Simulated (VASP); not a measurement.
Hf, 1 atom in the cell. Symmetry: Im-3m, No. 229, cubic system. The conventional cell has a = 3.570 Å, b = 3.570 Å, c = 3.570 Å, α = 90.00°, β = 90.00°, γ = 90.00°. Within 4.1 Å of Hf (site symmetry m-3m) lie 14 Hf at 3.09 to 3.57 Å. 

| Quantity | Value |
| --- | --- |
| Program | VASP 6.6.1 |
| Task | single point |
| Functional | PBE |
| Potentials or basis | VASP PAW PBE potentials, release 64 (Hf_pv) |
| Cutoff | 520 eV |
| k mesh | 9 × 9 × 9 |
| Occupations | fermi-dirac, width 0.3 eV |
| Spin | no spin polarisation |
| Dipole correction | no |
| Further INCAR settings | ALGO = Normal; EDIFF = 1e-06; NBANDS = 11 |

Potentials or basis: VASP PAW PBE potentials, release 64 (Hf_pv).

Run with:

```console
$ cat potpaw_PBE.64/Hf_pv/POTCAR > POTCAR
$ mpirun -np 1 vasp_std > vasp.out
```

Hardware: 1 thread of Intel(R) Xeon(R) Platinum 8488C (Sapphire Rapids), on a shared host.

Q: How long does it take, and how much memory?

A: It took 6.7 s on 1 thread of Intel(R) Xeon(R) Platinum 8488C (Sapphire Rapids) (shared host), peak memory 0.14 GiB. Counts: scf iterations 11, k points 35.
